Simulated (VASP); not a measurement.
**C: single point with PBEsol+D3(BJ)**

Crystal: C.

```
C
1.0
     2.41662    0.00000    0.00000
    -1.20831    2.09285    0.00000
     0.00000    0.00000    3.47054
C
2
Direct
  0.32863 0.65727 0.00000
  0.67137 0.34273 0.00000
```

This cell differs from its parent crystal: atoms displaced along a vibrational mode, the cell strained.

```
Program             : VASP 6.6.1
Task                : single point
Functional          : PBEsol
Dispersion          : D3(BJ)
Potentials or basis : VASP PAW PBE potentials, release 64 (C)
Cutoff              : 520 eV
k mesh              : 21 × 21 × 12
Occupations         : gaussian, width 0.15 eV
Spin                : no spin polarisation
```

| Property | Result |
| --- | --- |
| Pressure | 17.1 GPa |
| Largest force | 2.341 eV/Å |
| Band gap on the k mesh | zero (bands 4 and 5 overlap by 0.56 eV) |
| Dispersion energy per atom | -0.106 eV |

Forces on the atoms (eV/Å):
```
C    0.000  2.341  0.000
C    0.000 -2.341  0.000
```

Stress tensor (GPa, compression positive):
```
31.68  0.00  0.00
 0.00 19.33  0.00
 0.00  0.00  0.31
```

Levels at points of the mesh, in eV from the Fermi level:
```tsv
k point	band 2	band 3	band 4	band 5	band 6	band 7
(0.00, 0.00, 0.00)	-7.19	-3.58	-2.32	3.57	7.87	9.48
(0.00, 0.00, 0.50)	-8.85	-3.56	-2.30	7.94	9.36	9.56
```

Run time: 2.5 min on 1 thread of Intel(R) Xeon(R) Platinum 8259CL CPU @ 2.50GHz (Skylake/Cascade Lake) (shared host), peak memory 0.24 GiB.

Caveat: the cell differs from its parent crystal (atoms displaced along a vibrational mode, the cell strained); the stress differs along the axes, from 0 to 32 GPa; the PAW data sets were made with another functional, which shifts forces and pressure a little.
